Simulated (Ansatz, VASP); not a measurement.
MgO in VASP and in Ansatz

Contents of INCAR:

```
SYSTEM = MgO
  PREC = Accurate
  ENCUT = 520
  EDIFF = 1E-6
  ISMEAR = 0
  SIGMA = 0.05
  LREAL = .FALSE.
  LASPH = .TRUE.
  NELM = 80
  ALGO = Normal
  ISIF = 2
  LWAVE = .FALSE.
  LCHARG = .TRUE.
  GGA = PS
  LELF = .TRUE.
  LVHAR = .TRUE.
  NBANDS = 26
```

The input KPOINTS:

```
Automatic mesh
0
G
  9 9 4
  0 0 0
```

POSCAR

```
MgO
1.0
    3.2553371795      0.0000000000      0.0000000000
   -1.6276685897      2.8192046953      0.0000000000
    0.0000000000      0.0000000000     10.4149514991
Mg O
4 4
Direct
    0.3333333333      0.6666666667      0.9695963559
    0.0000000000      0.0000000000      0.2209473890
    0.0000000000      0.0000000000      0.7209473890
    0.6666666667      0.3333333333      0.4695963559
    0.3333333333      0.6666666667      0.7799156657
   -0.0399344193      0.0000000000      0.5545028799
    0.0000000000      0.0000000000      0.0295387694
    0.6666666667      0.3333333333      0.2799156657
```

Input for Ansatz:

```yaml
crystal:
  lattice:
    - [3.2553371795, 0.0, 0.0]
    - [-1.6276685897, 2.8192046953, 0.0]
    - [0.0, 0.0, 10.4149514991]
  atoms:
    - { symbol: Mg, position: [0.3333333333, 0.6666666667, 0.9695963559] }
    - { symbol: Mg, position: [0.0, 0.0, 0.220947389] }
    - { symbol: Mg, position: [0.0, 0.0, 0.720947389] }
    - { symbol: Mg, position: [0.6666666667, 0.3333333333, 0.4695963559] }
    - { symbol: O, position: [0.3333333333, 0.6666666667, 0.7799156657] }
    - { symbol: O, position: [-0.0399344193, 0.0, 0.5545028799] }
    - { symbol: O, position: [0.0, 0.0, 0.0295387694] }
    - { symbol: O, position: [0.6666666667, 0.3333333333, 0.2799156657] }
basis:
  ecutwfc: 420
kpoints:
  mp_grid: { grid: [9, 9, 4] }
hamiltonian:
  xc: pbesol
  pseudopotentials: { kind: paw, azcp: { folder: soft_1 } }
scf:
  occupations: { method: gaussian, width: 0.05 }
output:
  forces: true
  stress: true
  eigenvalues: true
```

Alike in both runs: task single point; functional PBEsol; k mesh 9 × 9 × 4; occupations gaussian, width 0.05 eV; no spin polarisation.

|  | VASP | Ansatz |
| --- | --- | --- |
| version | VASP 6.6.1 | Ansatz 0.2.0 |
| potentials or method | VASP PAW PBE potentials, release 64 (Mg, O), cutoff 520 eV | scalar-relativistic, plane waves, PAW |
| valence electrons in the cell | 32 | 64 |

```tsv
	VASP	Ansatz	Ansatz less VASP
gap on the k mesh at the Fermi level (eV)	2.61	2.63	+0.016
least direct gap on the mesh (eV)	2.61	2.63	+0.016
pressure (GPa)	1.9	2.1	+0.15
traceless stress, the component that is largest in VASP (GPa)	6.21	5.99	-0.228
rms of the force components (eV/Å)	1.402	1.367	-0.0349
```

VASP's potentials were made for PBE, not for PBEsol, and Ansatz warns of the same on its side. Atom by atom the forces differ by 0.036 eV/Å (rms over components). VASP's potentials hold 32 valence electrons a cell and Ansatz's 64, so a difference there can come from the potentials and not from the codes.
